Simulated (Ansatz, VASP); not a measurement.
**In2S in VASP and in Ansatz**

```xyz
3
Lattice="5.5084 0.0000 0.0000 -2.7542 4.7704 0.0000 0.0000 0.0000 23.8000" Properties=species:S:1:pos:R:3 pbc="T T T"
In    0.0000    3.1803    7.0000
In    2.7542    1.5901    7.0000
S     0.0000    0.0000    7.0000
```

Alike in both runs: functional PBE; k mesh 3 × 3 × 1; occupations gaussian, width 0.1 eV; no spin polarisation.

Ansatz relaxed the structure, and its values are those at the end. VASP's run is a single point on that final structure, the one shown.

|  | VASP | Ansatz |
| --- | --- | --- |
| version | VASP 6.6.1 | Ansatz 0.2.0 |
| potentials or method | VASP PAW PBE potentials, release 64 (In_d, S), cutoff 520 eV | scalar-relativistic, plane waves, PAW |
| valence electrons in the cell | 32 | 32 |

|  | VASP | Ansatz | Ansatz less VASP |
| --- | --- | --- | --- |
| gap on the k mesh at the Fermi level (eV) | 0.59 | 0.59 | 0.000 |
| least direct gap on the mesh (eV) | 0.59 | 0.59 | 0.000 |

Ansatz's warnings: slab cell height set.

The k mesh is coarse, so the values compare programs but aren't converged.
